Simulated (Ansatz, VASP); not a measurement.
## One calculation of C, two programs

```
C
1.0
    -1.23278    2.13410    0.00000
    -1.23278    0.00000   -3.39788
    -3.69834   -2.13410    0.00000
C
4
Cartesian
  -3.6986 -1.4225 -0.1240
  -2.4653 0.7114 0.1240
  -2.4656 -0.7116 0.0136
  -1.2328 1.4227 -0.0136
```

Change from the starting cell: mode 4 frozen in at -0.069 Å and mode 6 at -0.055 Å (largest displacements).

Alike in both runs: task single point; functional PBE; dispersion D3(BJ); k mesh 14 × 10 × 8; occupations gaussian, width 0.03 eV; no spin polarisation.

|  | VASP | Ansatz |
| --- | --- | --- |
| version | VASP 6.6.1 | Ansatz 0.2.0 |
| potentials or method | VASP PAW PBE potentials, release 64 (C), cutoff 520 eV | scalar-relativistic, plane waves, PAW |
| valence electrons in the cell | 16 | 16 |

|  | VASP | Ansatz | Ansatz less VASP |
| --- | --- | --- | --- |
| gap on the k mesh at the Fermi level (eV) | 0.38 | 0.38 | 0.000 |
| least direct gap on the mesh (eV) | 0.52 | 0.52 | 0.000 |
| pressure (GPa) | -1.4 | -1.8 | -0.45 |
| traceless stress, the component that is largest in VASP (GPa) | -1.22 | -1.21 | +0.004 |
| rms of the force components (eV/Å) | 0.673 | 0.677 | +0.0038 |

Atom by atom the forces differ by 0.004 eV/Å (rms over components).
